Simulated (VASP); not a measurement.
A run of VASP 6.6.1:

INCAR

```
PREC = Accurate
ENCUT = 600
EDIFF = 1E-6
ISMEAR = -1
SIGMA = 0.1
LREAL = False
LASPH = True
NELM = 200
ALGO = Normal
ISIF = 2
LWAVE = False
LCHARG = True
ISPIN = 2
MAGMOM = 2.08
LORBIT = 11
LMAXMIX = 4
GGA = PE
LELF = True
LVHAR = True
NBANDS = 14
GGA_COMPAT = False
```

The input KPOINTS:

```
Automatic mesh
0
Gamma
  8 8 8
```

The input POSCAR:

```
Co
1.0
   -1.4676020000      1.4676020000      1.4676020000
    1.4676020000     -1.4676020000      1.4676020000
    1.4676020000      1.4676020000     -1.4676020000
Co
1
Direct
    0.0000000000      0.0000000000      0.0000000000
```

Potentials or basis: VASP PAW PBE potentials, release 64 (Co).

Run with:

```sh
$ cat potpaw_PBE.64/Co/POTCAR > POTCAR
$ mpirun -np 1 vasp_std > vasp.out
```

Hardware: 1 thread of Intel Xeon 8259CL, with other jobs on the host.

Problem. Estimate the wall time of this run.

Solution. It took 16 s on 1 thread of Intel Xeon 8259CL, with other jobs on the host, peak memory 0.13 GiB. Counts: scf iterations 12, k points 29.
